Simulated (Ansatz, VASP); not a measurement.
## CeO2 in VASP and in Ansatz

```xyz
3
Lattice="0.0000 2.6837 2.6837 2.6837 0.0000 2.6837 2.6837 2.6837 0.0000" Properties=species:S:1:pos:R:3 pbc="T T T"
Ce    0.0000    0.0000    0.0000
O     1.3419    1.3419    1.3419
O     4.0256    4.0256    4.0256
```

Alike in both runs: task single point; functional HSE06; k mesh 4 × 4 × 4; occupations fermi-dirac, width 0.05 eV; no spin polarisation.

```csv
,VASP,Ansatz
version,VASP 6.6.1,Ansatz 0.2.0 development build
potentials or method,"VASP PAW PBE potentials, release 64 (Ce, O)","plane waves, PAW datasets (generated soft set 1)"
plane-wave cutoff (eV),520,420
valence electrons in the cell,24,24
```

Ansatz gave:

- gap on the k mesh at the Fermi level (eV): 3.70

**Question.** What did VASP give for the same quantities?

**Answer.** gap on the k mesh at the Fermi level (eV): 3.65.

With one functional, cell and mesh, what is left measures potentials, basis and numerics. Ansatz's warnings: stress exchange threshold loose, stress scf threshold loose.

The k mesh is coarse, so the values compare programs but aren't converged. Spin-orbit coupling is off throughout.
